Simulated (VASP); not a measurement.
# TiSi (Pnma) in VASP: single point with r2SCAN

Aim: the single point of TiSi with r2SCAN.

Program: VASP 6.6.1. These are calculated values, not measurements. Logs are shortened: lines on timing, memory, paths and dates and some standing lists are left out, and cuts for length are marked.

## (1) The cell of the first run

It takes space group Pnma (No. 62, orthorhombic). The conventional cell has a = 6.502 Å, b = 3.635 Å, c = 4.988 Å, α = 90.00°, β = 90.00°, γ = 90.00°. Within 3.7 Å of Ti (site symmetry m) lie 7 Si at 2.56 to 2.75 Å and 10 Ti at 3.19 to 3.64 Å. Within 3.2 Å of Si (site symmetry m) lie 2 Si at 2.39 Å and 7 Ti at 2.56 to 2.75 Å.

## (2) Single point, r2SCAN

Contents of POSCAR:

```
TiSi
1.0
    6.5016459041      0.0000000000      0.0000000000
    0.0000000000      3.6354766777      0.0000000000
    0.0000000000      0.0000000000      4.9881885310
Ti Si
4 4
Direct
    0.6759929204      0.2500000000      0.3713850091
    0.3240070796      0.7500000000      0.6286149909
    0.8240070796      0.7500000000      0.8713850091
    0.1759929204      0.2500000000      0.1286149909
    0.5438874535      0.2500000000      0.8553463078
    0.4561125465      0.7500000000      0.1446536922
    0.9561125465      0.7500000000      0.3553463078
    0.0438874535      0.2500000000      0.6446536922
```

Contents of INCAR.step1:

```
SYSTEM = TiSi
ALGO     = Normal         ! electronic algorithm
EDIFF    = 1E-4           ! SCF threshold, eV
ENCUT    = 520            ! plane-wave cutoff, eV
GGA      = PE             ! functional
ISMEAR   = 0              ! smearing method
LASPH    = .True.         ! aspherical terms in the spheres
LCHARG   = .False.        ! write CHGCAR
LREAL    = .False.        ! projectors in reciprocal space
LWAVE    = .True.         ! write WAVECAR
NBANDS   = 42             ! bands
NELM     = 60             ! most SCF steps
PREC     = Accurate       ! precision mode
SIGMA    = 0.1            ! smearing width, eV
```

Contents of INCAR.step2:

```
SYSTEM = TiSi
ALGO     = Normal         ! electronic algorithm
EDIFF    = 1E-6           ! SCF threshold, eV
ENCUT    = 520            ! plane-wave cutoff, eV
ISIF     = 2              ! what is computed and relaxed
ISMEAR   = 0              ! smearing method
ISTART   = 1            
LASPH    = .True.         ! aspherical terms in the spheres
LCHARG   = .False.        ! write CHGCAR
LMIXTAU  = .True.       
LREAL    = .False.        ! projectors in reciprocal space
LWAVE    = .False.        ! write WAVECAR
METAGGA  = R2SCAN         ! meta-GGA
NBANDS   = 42             ! bands
NELM     = 60             ! most SCF steps
PREC     = Accurate       ! precision mode
SIGMA    = 0.1            ! smearing width, eV
```

Contents of KPOINTS:

```
k-points
0
Gamma
  6 10 8
  0 0 0
```

Potentials or basis: VASP PAW PBE potentials, release 64 (Ti_sv, Si).

The run is started by

```
$ cat potpaw_PBE.64/Ti_sv/POTCAR potpaw_PBE.64/Si/POTCAR > POTCAR
$ cp INCAR.step1 INCAR
$ mpirun -np 1 vasp_std > vasp.out
$ cp INCAR.step2 INCAR
$ mpirun -np 1 vasp_std > vasp.out
```

OUTCAR:

```text
SYSTEM = TiSi
   EDIFF = 1E-6
   ENCUT = 520
   ISIF = 2
   ISMEAR = 0
   ISTART = 1
   LASPH = .True.
   LREAL = .False.
   METAGGA = R2SCAN
   NELM = 60
   PREC = Accurate

 ion  position               nearest neighbor table
   1  0.676  0.250  0.371-   5 2.56   6 2.57   6 2.57   7 2.57   7 2.57   5 2.71   8 2.75
   2  0.324  0.750  0.629-   6 2.56   5 2.57   5 2.57   8 2.57   8 2.57   6 2.71   7 2.75
   3  0.824  0.750  0.871-   7 2.56   8 2.57   8 2.57   5 2.57   5 2.57   7 2.71   6 2.75
   4  0.176  0.250  0.129-   8 2.56   7 2.57   7 2.57   6 2.57   6 2.57   8 2.71   5 2.75
   5  0.544  0.250  0.855-   6 2.39   6 2.39   1 2.56   2 2.57   2 2.57   3 2.57   3 2.57   1 2.71
                             4 2.75
   6  0.456  0.750  0.145-   5 2.39   5 2.39   2 2.56   1 2.57   1 2.57   4 2.57   4 2.57   2 2.71
                             3 2.75
   7  0.956  0.750  0.355-   8 2.39   8 2.39   3 2.56   4 2.57   4 2.57   1 2.57   1 2.57   3 2.71
                             2 2.75
   8  0.044  0.250  0.645-   7 2.39   7 2.39   4 2.56   3 2.57   3 2.57   2 2.57   2 2.57   4 2.71
                             1 2.75

  LATTYP: Found a simple orthorhombic cell.
 ALAT       =     3.6354766777
 B/A-ratio  =     1.3720865166
 C/A-ratio  =     1.7883888360

  Lattice vectors:

 A1 = (   0.0000000000,   3.6354766777,   0.0000000000)
 A2 = (   0.0000000000,   0.0000000000,   4.9881885310)
 A3 = (   6.5016459041,   0.0000000000,   0.0000000000)

Analysis of symmetry for initial positions (statically):
=====================================================================
 Subroutine PRICEL returns:
 Original cell was already a primitive cell.

 Routine SETGRP: Setting up the symmetry group for a
 simple orthorhombic supercell.

 Subroutine GETGRP returns: Found  8 space group operations
 (whereof  2 operations were pure point group operations)
 out of a pool of  8 trial point group operations.

The static configuration has the point symmetry S_2 .
 The point group associated with its full space group is D_2h.

Analysis of symmetry for dynamics (positions and initial velocities):
=====================================================================
 Subroutine PRICEL returns:
 Original cell was already a primitive cell.

 Routine SETGRP: Setting up the symmetry group for a
 simple orthorhombic supercell.

 Subroutine GETGRP returns: Found  8 space group operations
 (whereof  2 operations were pure point group operations)
 out of a pool of  8 trial point group operations.

The dynamic configuration has the point symmetry S_2 .
 The point group associated with its full space group is D_2h.

 Subroutine INISYM returns: Found  8 space group operations
 (whereof  2 operations are pure point group operations),
 and found     1 'primitive' translations

----------------------------------------------------------------------------------------

                                     Primitive cell

  volume of cell :     117.9037

  direct lattice vectors                    reciprocal lattice vectors
     6.501645904  0.000000000  0.000000000     0.153807207  0.000000000  0.000000000
     0.000000000  3.635476678  0.000000000     0.000000000  0.275067093  0.000000000
     0.000000000  0.000000000  4.988188531     0.000000000  0.000000000  0.200473577

  length of vectors
     6.501645904  3.635476678  4.988188531     0.153807207  0.275067093  0.200473577

  position of ions in fractional coordinates (direct lattice)
     0.675992920  0.250000000  0.371385009
     0.324007080  0.750000000  0.628614991
     0.824007080  0.750000000  0.871385009
     0.175992920  0.250000000  0.128614991
     0.543887453  0.250000000  0.855346308
     0.456112547  0.750000000  0.144653692
     0.956112547  0.750000000  0.355346308
     0.043887453  0.250000000  0.644653692

  ion indices of the primitive-cell ions
   primitive index   ion index
                 1           1
                 2           2
                 3           3
                 4           4
                 5           5
                 6           6
                 7           7
                 8           8

----------------------------------------------------------------------------------------

 KPOINTS: k-points

Automatic generation of k-mesh.
 Grid dimensions read from file:
 generate k-points for:    6   10    8

 Generating k-lattice:

  Cartesian coordinates                     Fractional coordinates (reciprocal lattice)
     0.025634535  0.000000000  0.000000000     0.166666667  0.000000000  0.000000000
     0.000000000  0.027506709  0.000000000     0.000000000  0.100000000  0.000000000
     0.000000000  0.000000000  0.025059197     0.000000000  0.000000000  0.125000000

  Length of vectors
     0.025634535  0.027506709  0.025059197

  Shift w.r.t. Gamma in fractional coordinates (k-lattice)
     0.000000000  0.000000000  0.000000000

 Subroutine IBZKPT returns following result:
 ===========================================

 Found    120 irreducible k-points:

 Following reciprocal coordinates:
            Coordinates               Weight
  0.000000  0.000000  0.000000      1.000000
  0.166667  0.000000  0.000000      2.000000
  0.333333  0.000000  0.000000      2.000000
  0.500000  0.000000  0.000000      1.000000
  0.000000  0.100000  0.000000      2.000000
  0.166667  0.100000  0.000000      4.000000
[... 16 lines left out ...]
  0.333333  0.500000  0.000000      2.000000
  0.500000  0.500000  0.000000      1.000000
 [... further k-points ...]
   k-points           NKPTS =    120   k-points in BZ     NKDIM =    120   number of bands    NBANDS=     42
   number of dos      NEDOS =    301   number of ions     NIONS =      8
   total plane-waves  NPLWV =  53760
   dimension x,y,z NGX =    48 NGY =   28 NGZ =   40
   dimension x,y,z NGXF=    96 NGYF=   56 NGZF=   80
   ions per type =               4   4
   NGX,Y,Z   is equivalent  to a cutoff of  12.27, 12.80, 13.33 a.u.
   NGXF,Y,Z  is equivalent  to a cutoff of  24.55, 25.61, 26.66 a.u.
 SYSTEM =  TiSi
   PREC   = accura    normal or accurate (medium, high low for compatibility)
   ISTART =      1    job   : 0-new  1-cont  2-samecut
   ICHARG =      0    charge: 1-file 2-atom 10-const
   ISPIN  =      1    spin polarized calculation?
   LNONCOLLINEAR =      F non collinear calculations
   LSORBIT =      F    spin-orbit coupling
   LASPH  =      T    aspherical Exc in radial PAW
   ENCUT  =  520.0 eV  38.22 Ry    6.18 a.u.  12.09  6.76  9.27*2*pi/ulx,y,z
   NELM   =     60;   NELMIN=  2; NELMDL=  0     # of ELM steps
   EDIFF  = 0.1E-05   stopping-criterion for ELM
   LREAL  =      F    real-space projection
   EDIFFG = 0.1E-04   stopping-criterion for IOM
   NSW    =      0    number of steps for IOM
   IBRION =     -1    ionic relax: 0-MD 1-quasi-New 2-CG
   NFREE  =      0    steps in history (QN), initial steepest desc. (CG)
   ISIF   =      2    stress and relaxation
   ISYM   =      2    0-nonsym 1-usesym 2-fastsym
   POTIM  = 0.5000    time-step for ionic-motion
   TEBEG  =    0.0;   TEEND  =   0.0 temperature during run
   PSTRESS=    0.0 pullay stress
   NELECT =      64.0000    total number of electrons
   NUPDOWN=      -1.0000    fix difference up-down
   EMIN   =  10.00;   EMAX   =-10.00  energy-range for DOS
   EFERMI =   0.00;   METHOD = LEGACY
   ISMEAR =     0;   SIGMA  =   0.10  broadening in eV -4-tet -1-fermi 0-gaus
   EFERMI_NEDOS =   21; number of points for ismear=-14 and -15
   IALGO  =     38    algorithm
   IMIX   =      4    mixing-type and parameters
     AMIX     =   0.40;   BMIX     =  1.00
     AMIX_MAG =   1.60;   BMIX_MAG =  1.00
  volume/ion in A,a.u.               =      14.74        99.46
  Fermi-wavevector in a.u.,A,eV,Ry     =   1.335444  2.523623 24.264771  1.783410
  Thomas-Fermi vector in A             =   2.464148
   LORBIT       =      0    0 simple, 1 ext, 2 COOP (PROOUT), +10 PAW based schemes
   METAGGA = R2SCAN    functional components
   LHFCALC =     F    Hartree Fock is set to
   AEXX    =    0.0000 exact exchange contribution
   IVDW    =     0    specifies the selected vdW correction
   LEPSILON=     F    determine dielectric tensor
   LRPA    =     F    only Hartree local field effects (RPA)
 non-spin polarized calculation
 Gauss-broadening in eV      SIGMA  =   0.10
  energy-cutoff  :      520.00
  volume of cell :      117.90
 maximum number of plane-waves:      3200
   NGX = 25   NGY = 13   NGZ = 19

 number of electron      64.0000014 magnetization

 Free energy of the ion-electron system (eV)
  ---------------------------------------------------
  ext. energy  EPLUGINS =         0.00000000
  ---------------------------------------------------
  free energy    TOTEN  =       -93.29169222 eV

  energy without entropy =      -93.28277270  energy(sigma->0) =      -93.28723246

 E-fermi :   9.8693     XC(G=0): -12.4956

 val. band max:        9.8569293206   @ k =   0.0000   0.5000   0.5000
 cond. band min:       9.8979680837   @ k =   0.1667   0.2000   0.3750
 fundamental gap:      0.0410387631
 Fermi energy:         9.8693355654

 k-point     1 :       0.0000    0.0000    0.0000
  band No.  band energies     occupation
      1     -49.3125      2.00000
      2     -49.2925      2.00000
      3     -49.2817      2.00000
      4     -49.2725      2.00000
      5     -24.6523      2.00000
      6     -24.6485      2.00000
[... 34 lines left out ...]
     41      12.3051      0.00000
     42      12.4588      0.00000

 k-point     2 :       0.1667    0.0000    0.0000
  band No.  band energies     occupation
      1     -49.3115      2.00000
      2     -49.2948      2.00000
      3     -49.2802      2.00000
      4     -49.2728      2.00000
      5     -24.6505      2.00000
      6     -24.6497      2.00000
[... 34 lines left out ...]
     41      12.3090      0.00000
     42      12.3193      0.00000

 k-point     3 :       0.3333    0.0000    0.0000
  band No.  band energies     occupation
      1     -49.3087      2.00000
      2     -49.2995      2.00000
      3     -49.2775      2.00000
      4     -49.2737      2.00000
      5     -24.6520      2.00000
      6     -24.6506      2.00000
[... 34 lines left out ...]
     41      12.3082      0.00000
     42      12.5908      0.00000

 k-point     4 :       0.5000    0.0000    0.0000
  band No.  band energies     occupation
      1     -49.3044      2.00000
      2     -49.3044      2.00000
      3     -49.2752      2.00000
      4     -49.2752      2.00000
      5     -24.6526      2.00000
      6     -24.6526      2.00000
[... 844 lines left out ...]
     41      12.9796      0.00000
     42      12.9796      0.00000

 k-point    23 :       0.3333    0.5000    0.0000
  band No.  band energies     occupation
      1     -49.2884      2.00000
      2     -49.2884      2.00000
      3     -49.2857      2.00000
      4     -49.2857      2.00000
      5     -24.6223      2.00000
      6     -24.6223      2.00000
[... 34 lines left out ...]
     41      13.0296      0.00000
     42      13.0569      0.00000

 k-point    24 :       0.5000    0.5000    0.0000
  band No.  band energies     occupation
      1     -49.2871      2.00000
      2     -49.2871      2.00000
      3     -49.2871      2.00000
      4     -49.2871      2.00000
      5     -24.6069      2.00000
      6     -24.6069      2.00000
[... 34 lines left out ...]
     41      13.1063      0.00000
     42      13.1063      0.00000

 [... further k-points ...]

------------------------ aborting loop because EDIFF is reached ----------------------------------------

  FORCE on cell =-STRESS in cart. coord.  units (eV):
  Direction    XX          YY          ZZ          XY          YZ          ZX
  --------------------------------------------------------------------------------------
  -------------------------------------------------------------------------------------
  Total        0.2716354      0.1738757      0.2723147      0.0000000      0.0000000      0.0000000
  in kB        3.6912156      2.3627721      3.7004462      0.0000000      0.0000000      0.0000000
  external PRESSURE =       3.2514780 kB  Pullay stress =       0.0000000 kB

 VOLUME and BASIS-vectors are now :
 -----------------------------------------------------------------------------
  energy-cutoff  :      520.00
  volume of cell :      117.90
      direct lattice vectors                 reciprocal lattice vectors
     6.501645904  0.000000000  0.000000000     0.153807207  0.000000000  0.000000000
     0.000000000  3.635476678  0.000000000     0.000000000  0.275067093  0.000000000
     0.000000000  0.000000000  4.988188531     0.000000000  0.000000000  0.200473577

 POSITION                                       TOTAL-FORCE (eV/Angst)
 -----------------------------------------------------------------------------------
      4.39507      0.90887      1.85254        -0.002616      0.000000      0.001858
      2.10658      2.72661      3.13565         0.002616      0.000000     -0.001858
      5.35740      2.72661      4.34663         0.002616      0.000000      0.001858
      1.14424      0.90887      0.64156        -0.002616     -0.000000     -0.001858
      3.53616      0.90887      4.26663        -0.002200     -0.000000      0.009501
      2.96548      2.72661      0.72156         0.002200      0.000000     -0.009501
      6.21631      2.72661      1.77253         0.002200     -0.000000      0.009501
      0.28534      0.90887      3.21565        -0.002200     -0.000000     -0.009501
 -----------------------------------------------------------------------------------
    total drift:                               -0.000000      0.000000      0.000000

  FREE ENERGIE OF THE ION-ELECTRON SYSTEM (eV)
  ---------------------------------------------------
  free  energy   TOTEN  =       -93.2916922228 eV

  energy  without entropy=      -93.2827727040  energy(sigma->0) =      -93.28723246
```

Run time: 64 min. Hardware: 1 thread of Oxide Virtual Turin-like, shared host; peak memory 0.51 GiB.

What came out:

```yaml
Free_energy: -93.2917 eV
Pressure: 0.3 GPa
Largest_force: 0.010 eV/Å
Band_gap_on_the_k_mesh: zero (bands 32 and 33 overlap by 0.28 eV)
```

Forces in eV/Å, atoms in the order of the input:
```
Ti  -0.003  0.000  0.002
Ti   0.003  0.000 -0.002
Ti   0.003  0.000  0.002
Ti  -0.003  0.000 -0.002
Si  -0.002  0.000  0.010
Si   0.002  0.000 -0.010
Si   0.002  0.000  0.010
Si  -0.002  0.000 -0.010
```

Caveat: the PAW data sets were made with another functional, which shifts forces and pressure a little.

The gap in the log of VASP goes by the Fermi energy; the results here count the filled bands.